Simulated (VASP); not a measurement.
## TePbS4: relaxation of cell and atoms with PBE

The system is TePbS4.

```
Te Pb S
1.0
     4.24463    0.00000    0.00000
     0.00000    4.24463    0.00000
     0.00000    0.00000    7.21022
Te Pb S
1 1 4
Direct
  0.50000 0.50000 0.50000
  0.00000 0.00000 0.00000
  0.00000 0.00000 0.60511
  0.50000 0.50000 0.10526
  0.50000 0.50000 0.89474
  0.00000 0.00000 0.39489
```

```
Program                : VASP 6.6.1
Task                   : relaxation of cell and atoms
Functional             : PBE
Potentials or basis    : VASP PAW PBE potentials, release 64 (Te, Pb_d, S)
Cutoff                 : 500 eV
k mesh                 : 3 × 3 × 2
Occupations            : gaussian, width 0.15 eV
Spin                   : no spin polarisation
Dipole correction      : no
Further INCAR settings : ALGO = Normal; EDIFF = 1e-07; IBRION = 2; EDIFFG = -0.08; NSW = 36; ISIF = 3
```

* Relaxed volume: 22.51 Å³/atom
* Relaxed cell: a = 3.379 Å, b = 3.379 Å, c = 11.833 Å, α = 90.00°, β = 90.00°, γ = 90.00°
* Space group after relaxing (to 0.05 Å): P4/mmm (No. 123)
* Energy gained by relaxing: 1921.6 meV/atom
* Ionic steps: 25
* Pressure after relaxing: -0.4 GPa
* Largest force after relaxing: 0.040 eV/Å
* Band gap on the k mesh: zero (band 22 reaches 7.93 eV, above the bottom of band 23 at 5.97 eV)

Forces on the atoms (eV/Å):
```
Te   0.000  0.000  0.000
Pb   0.000  0.000  0.000
S    0.000  0.000 -0.040
S    0.000  0.000  0.024
S    0.000  0.000 -0.024
S    0.000  0.000  0.040
```

Stress tensor (GPa, compression positive):
```
-0.41  0.00  0.00
 0.00 -0.41  0.00
 0.00  0.00 -0.28
```

The path:
```csv
step,energy change (eV),largest force (eV/Å),pressure (GPa),volume (Å³)
1,0.0000,32.9024,46.69,129.91
2,-7.3368,1.5731,-5.35,255.08
3,-7.6471,1.3953,-5.00,248.37
4,-7.8421,1.2250,-4.66,243.10
5,-8.6094,0.5153,-3.00,217.54
6,-9.1409,0.8975,0.25,172.89
7,-9.0036,1.0956,-0.40,187.90
8,-9.0556,1.0756,-0.27,184.58
9,-9.5814,0.5075,-4.16,183.44
10,-9.7206,0.2263,-5.80,182.47
11,-10.1111,0.3800,-5.99,173.45
12,-10.9221,0.6532,-5.14,153.29
13,-10.4157,1.0065,12.79,115.58
14,-11.1567,0.5352,-3.73,144.44
15,-11.3202,0.6387,-0.82,133.13
16,-11.3205,0.6685,-0.45,132.20
17,-11.3465,0.5854,-0.08,131.45
18,-11.3859,0.2873,1.18,129.21
19,-11.4092,0.2584,0.86,130.00
20,-11.4628,0.1609,-0.06,132.36
21,-11.5007,0.0425,-1.59,137.11
22,-11.5216,0.0376,-1.13,136.44
23,-11.5262,0.0352,-0.80,136.02
24,-11.5263,0.0350,-0.76,135.97
25,-11.5298,0.0403,-0.37,135.07
```

Final structure:
```cif
data_structure
_symmetry_space_group_name_H-M 'P 1'
_symmetry_Int_Tables_number 1
_cell_length_a 3.3786
_cell_length_b 3.3786
_cell_length_c 11.8326
_cell_angle_alpha 90.000
_cell_angle_beta 90.000
_cell_angle_gamma 90.000
_cell_volume 135.07
loop_
_atom_site_label
_atom_site_type_symbol
_atom_site_fract_x
_atom_site_fract_y
_atom_site_fract_z
_atom_site_occupancy
Te1 Te 0.50000 0.50000 0.50000 1
Pb1 Pb 0.00000 0.00000 0.00000 1
S1 S 0.00000 0.00000 0.76458 1
S2 S 0.50000 0.50000 0.23890 1
S3 S 0.50000 0.50000 0.76110 1
S4 S 0.00000 0.00000 0.23542 1
```

Levels at points of the mesh, in eV from the Fermi level:
| k point | band 18 | band 19 | band 20 | band 21 | band 22 | band 23 | band 24 | band 25 | band 26 |
| --- | --- | --- | --- | --- | --- | --- | --- | --- | --- |
| (0.00, 0.00, 0.00) | -2.33 | 0.29 | 0.49 | 1.42 | 1.42 | 2.54 | 3.05 | 3.78 | 3.83 |
| (0.00, 0.00, 0.50) | -1.21 | -0.18 | 0.53 | 1.42 | 1.42 | 1.90 | 3.07 | 3.76 | 3.84 |

It took 5.7 min on 1 thread of Intel(R) Xeon(R) Platinum 8488C (Sapphire Rapids), with other jobs on the host, peak memory 0.24 GiB.

Caveat: the k points lie up to 0.62 Å⁻¹ apart in the final cell; spin-orbit coupling is left out, which moves the levels of the heavy elements; the relaxation stopped at a loose force limit of 0.08 eV/Å, so its end isn't a converged minimum.
